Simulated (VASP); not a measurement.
# BaTiO3: electric field gradients with PBE

BaTiO3:

```
CELL_PARAMETERS angstrom
2.86488 1.65404 2.34823
-2.86488 1.65404 2.34823
0.00000 -3.30808 2.34823
ATOMIC_POSITIONS crystal
Ba 0.00000 0.00000 0.00000
Ti 0.51400 0.51400 0.51400
O 0.49160 0.49160 0.98150
O 0.49160 0.98150 0.49160
O 0.98150 0.49160 0.49160
```

```
Program                : VASP 6.6.1
Task                   : electric field gradients
Functional             : PBE
Potentials or basis    : VASP PAW PBE potentials, release 64 (Ba_sv, Ti_sv, O)
Cutoff                 : 520 eV
k mesh                 : 9 × 9 × 9
Occupations            : fermi-dirac, width 0.05 eV
Spin                   : no spin polarisation
Dipole correction      : no
Further INCAR settings : ALGO = Normal; EDIFF = 1e-08; NBANDS = 28
```

```yaml
Pressure: 0.1 GPa
Largest_force: 0.259 eV/Å
Band_gap_on_the_k_mesh: 2.29 eV (least direct gap 2.67 eV)
Largest_electric_field_gradient_by_atom: Ba +3.4; Ti +10.0; O +23.5 V/Å²
```

Forces on the atoms (eV/Å):
```
Ba   0.000  0.000  0.088
Ti   0.000  0.000  0.259
O    0.000  0.037 -0.116
O    0.032 -0.018 -0.116
O   -0.032 -0.018 -0.116
```

Levels at points of the mesh, in eV from the valence-band top:
| k point | band 17 | band 18 | band 19 | band 20 | band 21 | band 22 | band 23 | band 24 |
| --- | --- | --- | --- | --- | --- | --- | --- | --- |
| (0.00, 0.00, 0.00) | -0.97 | -0.50 | -0.38 | -0.38 | 2.29 | 2.29 | 2.40 | 4.22 |

Electric field gradients, principal values (V/Å²):
| atom | least | middle | greatest (by size) |
| --- | --- | --- | --- |
| 1 Ba | -1.695 | -1.695 | 3.389 |
| 2 Ti | -5.009 | -5.009 | 10.018 |
| 3 O | -11.180 | -12.289 | 23.469 |
| 4 O | -11.180 | -12.289 | 23.469 |
| 5 O | -11.180 | -12.289 | 23.469 |

It took 4.1 min on 1 thread of Intel Xeon 8259CL (shared host), peak memory 0.29 GiB.

Caveat: without QUAD_EFG the Cq values of the log hold for a quadrupole moment of 1 mb, not for the nuclei; spin-orbit coupling is left out, which moves the levels of the heavy elements. A k mesh can miss the band edges.
